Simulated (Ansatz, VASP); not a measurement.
One calculation of SiO2, two programs

File INCAR:

```
SYSTEM = SiO2
  PREC = Accurate
  ENCUT = 520
  EDIFF = 1E-7
  ISMEAR = -1
  SIGMA = 0.03
  LREAL = .FALSE.
  LASPH = .TRUE.
  NELM = 80
  ALGO = Normal
  ISIF = 2
  LWAVE = .FALSE.
  LCHARG = .FALSE.
  GGA = PS
  NBANDS = 25
```

File KPOINTS:

```
Automatic mesh
0
G
  6 6 9
  0 0 0
```

The input POSCAR:

```
SiO2
1.0
    4.1939874774      0.0000000000      0.0000000000
    0.0000000000      4.1939874774      0.0000000000
    0.0000000000      0.0000000000      2.6766631880
Si O
2 4
Direct
    0.0000000000      0.0000000000      0.0000000000
    0.5000000000      0.5000000000      0.5000000000
    0.3067000000      0.3067000000      0.0000000000
    0.1933000000      0.8067000000      0.5000000000
    0.6933000000      0.6933000000      0.0000000000
    0.8067000000      0.1933000000      0.5000000000
```

Input for Ansatz:

```yaml
crystal:
  lattice:
    - [4.1939874774, 0.0, 0.0]
    - [0.0, 4.1939874774, 0.0]
    - [0.0, 0.0, 2.676663188]
  atoms:
    - { symbol: Si, position: [0.0, 0.0, 0.0] }
    - { symbol: Si, position: [0.5, 0.5, 0.5] }
    - { symbol: O, position: [0.3067, 0.3067, 0.0] }
    - { symbol: O, position: [0.1933, 0.8067, 0.5] }
    - { symbol: O, position: [0.6933, 0.6933, 0.0] }
    - { symbol: O, position: [0.8067, 0.1933, 0.5] }
kpoints:
  mp_grid: { grid: [6, 6, 9] }
  band_path:
    path:
      - [0.0, 0.0, 0.0]
      - [0.0, 0.5, 0.0]
      - [0.5, 0.5, 0.0]
      - [0.0, 0.0, 0.0]
      - [0.0, 0.0, 0.5]
      - [0.0, 0.5, 0.5]
      - [0.5, 0.5, 0.5]
      - [0.0, 0.0, 0.5]
      - [0.0, 0.5, 0.0]
    npoints: 5
scf:
  occupations: { method: fermi_dirac, width: 0.03 }
hamiltonian:
  xc: pbesol
  pseudopotentials: { kind: all_electron, lapw: { basis_error: 0.001 } }
output:
  forces: true
  stress: true
  eigenvalues: true
```

Change from the starting cell: volume scaled by 1.01.

Alike in both runs: task single point; functional PBEsol; k mesh 6 × 6 × 9; occupations fermi-dirac, width 0.03 eV; no spin polarisation.

|  | VASP | Ansatz |
| --- | --- | --- |
| version | VASP 6.6.1 | Ansatz 0.2.0 |
| potentials or method | VASP PAW PBE potentials, release 64 (Si, O), cutoff 520 eV | all-electron LAPW, scalar-relativistic |

|  | VASP | Ansatz | Ansatz less VASP |
| --- | --- | --- | --- |
| gap on the k mesh at the Fermi level (eV) | 5.40 | 5.41 | +0.006 |
| pressure (GPa) | 1.4 | 0.7 | -0.72 |
| traceless stress, the component that is largest in VASP (GPa) | 0.53 | -0.11 | -0.634 |
| rms of the force components (eV/Å) | 0.077 | 0.057 | -0.0202 |

VASP's potentials were made for PBE, not for PBEsol. Atom by atom the forces differ by 0.020 eV/Å (rms over components). Ansatz ran all-electron here, and VASP with PAW potentials.
